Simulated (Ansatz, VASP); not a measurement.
**Two plane-wave programs on BAs**

POSCAR

```
BAs
1.0
    0.0000000000      2.3885000000      2.3885000000
    2.2929600000      0.0000000000      2.3885000000
    2.2929600000      2.3885000000      0.0000000000
B As
1 1
Direct
    0.0000000000      0.0000000000      0.0000000000
    0.7500000000      0.7500000000      0.7500000000
```

The input INCAR.step1:

```
SYSTEM = BAs
ALGO     = Normal         ! electronic algorithm
EDIFF    = 1E-4           ! SCF threshold, eV
ENCUT    = 520            ! plane-wave cutoff, eV
GGA      = PE             ! functional
ISMEAR   = 0              ! smearing method
LASPH    = .True.         ! aspherical terms in the spheres
LCHARG   = .False.        ! write CHGCAR
LREAL    = .False.        ! projectors in reciprocal space
LWAVE    = .True.         ! write WAVECAR
NBANDS   = 11             ! bands
NELM     = 80             ! most SCF steps
PREC     = Accurate       ! precision mode
SIGMA    = 0.05           ! smearing width, eV
```

The input INCAR.step2:

```
SYSTEM = BAs
ALGO     = Normal         ! electronic algorithm
EDIFF    = 1E-6           ! SCF threshold, eV
ENCUT    = 520            ! plane-wave cutoff, eV
ISIF     = 2              ! what is computed and relaxed
ISMEAR   = 0              ! smearing method
ISTART   = 1            
LASPH    = .True.         ! aspherical terms in the spheres
LCHARG   = .True.         ! write CHGCAR
LELF     = .True.         ! ELF
LMIXTAU  = .True.       
LREAL    = .False.        ! projectors in reciprocal space
LVHAR    = .True.       
LWAVE    = .False.        ! write WAVECAR
METAGGA  = R2SCAN         ! meta-GGA
NBANDS   = 11             ! bands
NELM     = 80             ! most SCF steps
PREC     = Accurate       ! precision mode
SIGMA    = 0.05           ! smearing width, eV
```

File KPOINTS:

```
k-points
0
Gamma
  10 10 10
  0 0 0
```

Input for Ansatz:

```yaml
crystal:
  lattice:
    - [0.0, 2.3885, 2.3885]
    - [2.29296, 0.0, 2.3885]
    - [2.29296, 2.3885, 0.0]
  atoms:
    - { symbol: B, position: [0.0, 0.0, 0.0] }
    - { symbol: As, position: [0.75, 0.75, 0.75] }
basis:
  ecutwfc: 500
kpoints:
  mp_grid: { grid: [10, 10, 10] }
hamiltonian:
  xc: r2scan
scf:
  occupations: { method: gaussian, width: 0.05 }
output:
  forces: true
  stress: true
  eigenvalues: true
  write_density: true
  write_potential: true
  elf: true
  volumetric_format: npy
```

Change from the starting cell: strain -0.0400 x Voigt [1, 0, 0, 0, 0, 0], atoms carried along.

Alike in both runs: task single point; functional r2SCAN; k mesh 10 × 10 × 10; occupations gaussian, width 0.05 eV; no spin polarisation.

|  | VASP | Ansatz |
| --- | --- | --- |
| version | VASP 6.6.1 | Ansatz 0.2.0 |
| potentials or method | VASP PAW PBE potentials, release 64 (B, As), cutoff 520 eV | scalar-relativistic, plane waves, PAW |
| valence electrons in the cell | 8 | 18 |

|  | VASP | Ansatz | Ansatz less VASP |
| --- | --- | --- | --- |
| gap on the k mesh at the Fermi level (eV) | 0.67 | 0.67 | +0.002 |
| least direct gap on the mesh (eV) | 3.04 | 3.03 | -0.004 |
| pressure (GPa) | 7.3 | 6.9 | -0.36 |
| traceless stress, the component that is largest in VASP (GPa) | 5.91 | 5.93 | +0.015 |

VASP's potentials were made for PBE, not for r2SCAN. The functional is the same, so the differences come from potentials, cutoffs and numerics. VASP's potentials hold 8 valence electrons a cell and Ansatz's 18, so a difference there can come from the potentials and not from the codes.
